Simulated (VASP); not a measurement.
# Pt in VASP: single point with PBEsol

Aim: the single point of Pt with PBEsol.

Program: VASP 6.6.1. These are calculated values, not measurements. Logs are shortened: lines on timing, memory, paths and dates and some standing lists are left out, and cuts for length are marked.

**1. The cell of the first run**

The cell holds a slab with vacuum, 7 atoms: a = 2.770 Å, b = 2.770 Å, c = 29.571 Å, α = 90.00°, β = 90.00°, γ = 60.00°.

**2. Single point, PBEsol, non-collinear spin, zero start, spin-orbit coupling**

The input, INCAR:

```
PREC = Accurate
ENCUT = 520
EDIFF = 1E-6
ISMEAR = 1
SIGMA = 0.1
LREAL = False
LASPH = True
NELM = 150
ALGO = Normal
ISIF = 2
LWAVE = False
LCHARG = False
MAGMOM = 0 0 0 0 0 0 0 0 0 0 0 0 0 0 0 0 0 0 0 0 0
LORBIT = 11
LSORBIT = True
GGA_COMPAT = False
LORBMOM = True
LMAXMIX = 4
LDIPOL = True
IDIPOL = 3
DIPOL = 0.5 0.5 0.500
GGA = PS
NBANDS = 87
```

The input, KPOINTS:

```
regular mesh
0
Gamma
  11 11 1
```

The input, POSCAR:

```
Pt
1.0
    2.7701466030      0.0000000000      0.0000000000
    1.3850733010      2.3990173300      0.0000000000
    0.0000000000      0.0000000000     29.5708913780
Pt
7
Direct
    0.0000000000      0.0000000000      0.2705363155
    0.3333333333      0.3333333333      0.3470242103
    0.6666666667      0.6666666667      0.4235121052
    0.0000000000      0.0000000000      0.5000000000
    0.3333333333      0.3333333333      0.5764878948
    0.6666666667      0.6666666667      0.6529757897
    0.0000000000      0.0000000000      0.7294636845
```

Potentials or basis: VASP PAW PBE potentials, release 64 (Pt).

Started as:

```bash
$ cat potpaw_PBE.64/Pt/POTCAR > POTCAR
$ mpirun -np 1 vasp_ncl > vasp.out
```

OUTCAR:

```text
PREC = Accurate
   ENCUT = 520
   EDIFF = 1E-6
   ISMEAR = 1
   LREAL = False
   LASPH = True
   NELM = 150
   ISIF = 2
   LORBIT = 11
   LSORBIT = True
   GGA = PS

 ion  position               nearest neighbor table
   1  0.000  0.000  0.271-   2 2.77   2 2.77   2 2.77
   2  0.333  0.333  0.347-   1 2.77   1 2.77   1 2.77   3 2.77   3 2.77   3 2.77
   3  0.667  0.667  0.424-   4 2.77   4 2.77   4 2.77   2 2.77   2 2.77   2 2.77
   4  0.000  0.000  0.500-   3 2.77   5 2.77   3 2.77   5 2.77   3 2.77   5 2.77
   5  0.333  0.333  0.576-   4 2.77   4 2.77   4 2.77   6 2.77   6 2.77   6 2.77
   6  0.667  0.667  0.653-   7 2.77   7 2.77   7 2.77   5 2.77   5 2.77   5 2.77
   7  0.000  0.000  0.729-   6 2.77   6 2.77   6 2.77

  LATTYP: Found a hexagonal cell.
 ALAT       =     2.7701466024
 C/A-ratio  =    10.6748470830

  Lattice vectors:

 A1 = (  -1.3850733010,  -2.3990173300,   0.0000000000)
 A2 = (   2.7701466030,   0.0000000000,   0.0000000000)
 A3 = (   0.0000000000,   0.0000000000,  29.5708913780)

Analysis of symmetry for initial positions (statically):
=====================================================================
 Subroutine PRICEL returns:
 Original cell was already a primitive cell.

 Routine SETGRP: Setting up the symmetry group for a
 hexagonal supercell.

 Subroutine GETGRP returns: Found 12 space group operations
 (whereof 12 operations were pure point group operations)
 out of a pool of 24 trial point group operations.

The static configuration has the point symmetry D_3d.

Analysis of symmetry for dynamics (positions and initial velocities):
=====================================================================
 Subroutine PRICEL returns:
 Original cell was already a primitive cell.

 Routine SETGRP: Setting up the symmetry group for a
 hexagonal supercell.

 Subroutine GETGRP returns: Found 12 space group operations
 (whereof 12 operations were pure point group operations)
 out of a pool of 24 trial point group operations.

The dynamic configuration has the point symmetry D_3d.

Analysis of structural, dynamic, and magnetic symmetry:
=====================================================================
 Subroutine PRICEL returns:
 Original cell was already a primitive cell.

 Routine SETGRP: Setting up the symmetry group for a
 hexagonal supercell.

 Subroutine GETGRP returns: Found 12 space group operations
 (whereof 12 operations were pure point group operations)
 out of a pool of 24 trial point group operations.

The overall configuration has the point symmetry D_3d.

 Subroutine INISYM returns: Found 12 space group operations
 (whereof 12 operations are pure point group operations),
 and found     1 'primitive' translations

----------------------------------------------------------------------------------------

                                     Primitive cell

  volume of cell :     196.5172

  direct lattice vectors                    reciprocal lattice vectors
     2.770146603  0.000000000  0.000000000     0.360991725 -0.208418669  0.000000000
     1.385073301  2.399017330  0.000000000     0.000000000  0.416837339  0.000000000
     0.000000000  0.000000000 29.570891378     0.000000000  0.000000000  0.033817039

  length of vectors
     2.770146603  2.770146602 29.570891378     0.416837339  0.416837339  0.033817039

  position of ions in fractional coordinates (direct lattice)
     0.000000000  0.000000000  0.270536316
     0.333333333  0.333333333  0.347024210
     0.666666667  0.666666667  0.423512105
     0.000000000  0.000000000  0.500000000
     0.333333333  0.333333333  0.576487895
     0.666666667  0.666666667  0.652975790
     0.000000000  0.000000000  0.729463684

  ion indices of the primitive-cell ions
   primitive index   ion index
                 1           1
                 2           2
                 3           3
                 4           4
                 5           5
                 6           6
                 7           7

----------------------------------------------------------------------------------------

 KPOINTS: regular mesh

Automatic generation of k-mesh.
 Grid dimensions read from file:
 generate k-points for:   11   11    1

 Generating k-lattice:

  Cartesian coordinates                     Fractional coordinates (reciprocal lattice)
     0.032817430 -0.018947152  0.000000000     0.090909091 -0.000000000  0.000000000
     0.000000000  0.037894304  0.000000000     0.000000000  0.090909091  0.000000000
     0.000000000  0.000000000  0.033817039     0.000000000  0.000000000  1.000000000

  Length of vectors
     0.037894304  0.037894304  0.033817039

  Shift w.r.t. Gamma in fractional coordinates (k-lattice)
     0.000000000  0.000000000  0.000000000

 Subroutine IBZKPT returns following result:
 ===========================================

 Found     16 irreducible k-points:

[... 86 lines left out ...]
  free energy    TOTEN  =       -49.95202433 eV

  energy without entropy =      -49.93500362  energy(sigma->0) =      -49.94635076

 E-fermi :   3.2997     XC(G=0):  -7.9181

 val. band max:        3.2951630728   @ k =   0.3636   0.0909   0.0000
 cond. band min:       3.3029751445   @ k =   0.3636   0.1818   0.0000
 fundamental gap:      0.0078120717
 Fermi energy:         3.2996596747

 k-point     1 :       0.0000    0.0000    0.0000
  band No.  band energies     occupation
      1      -6.8657      1.00000
      2      -6.8657      1.00000
      3      -6.3175      1.00000
      4      -6.3175      1.00000
      5      -5.5182      1.00000
      6      -5.5182      1.00000
[... 1349 lines left out ...]
     81       8.6644      0.00000
     82       8.6644      0.00000
 [bands above 82 left out]

------------------------ aborting loop because EDIFF is reached ----------------------------------------

 vacuum level on the upper side and lower side of the slab       (xc-potential included)        -0.189        -0.189

  FORCE on cell =-STRESS in cart. coord.  units (eV):
  Direction    XX          YY          ZZ          XY          YZ          ZX
  --------------------------------------------------------------------------------------
  -------------------------------------------------------------------------------------
  Total       -4.2163577     -4.2163577     -0.0860253      0.0000000      0.0000000      0.0000000
  in kB      -34.3753771    -34.3753771     -0.7013519      0.0000000      0.0000000      0.0000000
  external PRESSURE =     -23.1507020 kB  Pullay stress =       0.0000000 kB

 VOLUME and BASIS-vectors are now :
 -----------------------------------------------------------------------------
  energy-cutoff  :      520.00
  volume of cell :      196.52
      direct lattice vectors                 reciprocal lattice vectors
     2.770146603  0.000000000  0.000000000     0.360991725 -0.208418669  0.000000000
     1.385073301  2.399017330  0.000000000     0.000000000  0.416837339  0.000000000
     0.000000000  0.000000000 29.570891378     0.000000000  0.000000000  0.033817039

 POSITION                                       TOTAL-FORCE (eV/Angst)
 -----------------------------------------------------------------------------------
      0.00000      0.00000      8.00000         0.000000     -0.000000     -0.058066
      1.38507      0.79967     10.26182         0.000000      0.000000      0.102162
      2.77015      1.59934     12.52363         0.000000      0.000000     -0.029690
      0.00000      0.00000     14.78545         0.000000     -0.000000      0.000000
      1.38507      0.79967     17.04726        -0.000000     -0.000000      0.029690
      2.77015      1.59934     19.30908        -0.000000     -0.000000     -0.102162
      0.00000      0.00000     21.57089         0.000000      0.000000      0.058066
 -----------------------------------------------------------------------------------
    total drift:                                0.000000     -0.000000      0.000000

  FREE ENERGIE OF THE ION-ELECTRON SYSTEM (eV)
  ---------------------------------------------------
  free  energy   TOTEN  =       -49.9520243279 eV

  energy  without entropy=      -49.9350036224  energy(sigma->0) =      -49.94635076

 vacuum level on the upper side and lower side of the slab         8.897         8.897

 orbital moment (x)

 # of ion     p       d       tot
 ----------------------------------------
  1         0.000   0.000   0.000
  2        -0.000  -0.000  -0.000
  3         0.000  -0.000  -0.000
  4        -0.000  -0.000  -0.000
  5         0.000  -0.000  -0.000
  6        -0.000  -0.000  -0.000
  7         0.000   0.000   0.000
 ----------------------------------------
            0.000  -0.000  -0.000

 orbital moment (y)

 # of ion     p       d       tot
 ----------------------------------------
  1        -0.000   0.000   0.000
  2         0.000  -0.000  -0.000
  3         0.000  -0.000  -0.000
  4         0.000   0.000   0.000
  5        -0.000  -0.000  -0.000
  6         0.000  -0.000  -0.000
  7        -0.000   0.000   0.000
 ----------------------------------------
           -0.000  -0.000  -0.000

 orbital moment (z)

 # of ion     p       d       tot
 ----------------------------------------
  1         0.000   0.000   0.000
  2         0.000   0.000   0.000
  3         0.000   0.000   0.000
  4         0.000   0.000   0.000
  5         0.000   0.000   0.000
  6         0.000   0.000   0.000
  7         0.000   0.000   0.000
 ----------------------------------------
            0.000   0.000   0.000

 Spin-Orbit-Coupling matrix elements

 Ion:    1  E_soc:     -0.7811774
 l=   1
     0.0000000    -0.0283606    -0.0338089
    -0.0283606     0.0000000    -0.0283606
    -0.0338089    -0.0283606     0.0000000
 l=   2
     0.0000000    -0.0212088     0.0000000    -0.0212088    -0.0763408
    -0.0212088     0.0000000    -0.0602736    -0.0183355    -0.0212088
     0.0000000    -0.0602736     0.0000000    -0.0602736     0.0000000
    -0.0212088    -0.0183355    -0.0602736     0.0000000    -0.0212088
    -0.0763408    -0.0212088     0.0000000    -0.0212088     0.0000000
 l=   3
     0.0000000     0.0000000     0.0000000     0.0000000     0.0000000     0.0000000     0.0000000
     0.0000000     0.0000000     0.0000000     0.0000000     0.0000000     0.0000000     0.0000000
     0.0000000     0.0000000     0.0000000     0.0000000     0.0000000     0.0000000     0.0000000
     0.0000000     0.0000000     0.0000000     0.0000000     0.0000000     0.0000000     0.0000000
[... 109 lines left out ...]
 l=   2
     0.0000000    -0.0212088     0.0000000    -0.0212088    -0.0763408
    -0.0212088     0.0000000    -0.0602736    -0.0183355    -0.0212088
     0.0000000    -0.0602736     0.0000000    -0.0602736     0.0000000
    -0.0212088    -0.0183355    -0.0602736     0.0000000    -0.0212088
    -0.0763408    -0.0212088     0.0000000    -0.0212088     0.0000000
 l=   3
     0.0000000     0.0000000     0.0000000     0.0000000     0.0000000     0.0000000     0.0000000
     0.0000000     0.0000000     0.0000000     0.0000000     0.0000000     0.0000000     0.0000000
     0.0000000     0.0000000     0.0000000     0.0000000     0.0000000     0.0000000     0.0000000
     0.0000000     0.0000000     0.0000000     0.0000000     0.0000000     0.0000000     0.0000000
     0.0000000     0.0000000     0.0000000     0.0000000     0.0000000     0.0000000     0.0000000
     0.0000000     0.0000000     0.0000000     0.0000000     0.0000000     0.0000000     0.0000000
     0.0000000     0.0000000     0.0000000     0.0000000     0.0000000     0.0000000     0.0000000

 total charge

# of ion       s       p       d       tot
------------------------------------------
    1        0.640   0.499   7.974   9.113
    2        0.632   0.628   8.013   9.273
    3        0.639   0.639   8.012   9.290
    4        0.638   0.638   8.022   9.297
    5        0.639   0.639   8.012   9.290
    6        0.632   0.628   8.013   9.273
    7        0.640   0.499   7.974   9.113
--------------------------------------------------
tot          4.461   4.168  56.020  64.649

 magnetization (x)

# of ion       s       p       d       tot
------------------------------------------
    1        0.000   0.000   0.000   0.000
    2       -0.000  -0.000   0.000  -0.000
    3        0.000   0.000  -0.000  -0.000
    4        0.000   0.000   0.000   0.000
    5        0.000   0.000  -0.000  -0.000
    6       -0.000   0.000   0.000  -0.000
    7        0.000  -0.000   0.000   0.000
--------------------------------------------------
tot          0.000  -0.000   0.000   0.000

 magnetization (y)

# of ion       s       p       d       tot
------------------------------------------
    1       -0.000   0.000  -0.000  -0.000
    2        0.000   0.000   0.000   0.000
    3        0.000  -0.000   0.000  -0.000
    4        0.000  -0.000  -0.000  -0.000
    5        0.000  -0.000   0.000  -0.000
    6        0.000   0.000   0.000   0.000
    7       -0.000  -0.000  -0.000  -0.000
--------------------------------------------------
tot         -0.000  -0.000  -0.000  -0.000

 magnetization (z)

# of ion       s       p       d       tot
------------------------------------------
    1        0.000   0.000   0.000   0.000
    2        0.000   0.000   0.000   0.000
    3        0.000   0.000   0.000   0.000
    4        0.000   0.000   0.000   0.000
    5        0.000   0.000   0.000   0.000
    6        0.000   0.000   0.000   0.000
    7        0.000   0.000   0.000   0.000
--------------------------------------------------
tot          0.000   0.000   0.000   0.000
```

Run time: 37 min. Hardware: 1 thread of Oxide Virtual Turin-like, shared host; peak memory 1.1 GiB.

What came out:

```
Free energy                                           : -49.9520 eV
Largest force                                         : 0.102 eV/Å
Net moment                                            : 0.00 μB per cell
Valence electrons inside the program's atomic spheres : Pt 9.11, 9.27, 9.29, 9.30 (each value once)
```

Forces on the atoms (eV/Å):
```
Pt   0.000  0.000 -0.058
Pt   0.000  0.000  0.102
Pt   0.000  0.000 -0.030
Pt   0.000  0.000  0.000
Pt   0.000  0.000  0.030
Pt   0.000  0.000 -0.102
Pt   0.000  0.000  0.058
```

Moments on the atoms (μB; x, y, z):
```
Pt  0.00 0.00 0.00
Pt  0.00 0.00 0.00
Pt  0.00 0.00 0.00
Pt  0.00 0.00 0.00
Pt  0.00 0.00 0.00
Pt  0.00 0.00 0.00
Pt  0.00 0.00 0.00
```

Caveat: the PAW data sets were made with another functional, which shifts forces and pressure a little.
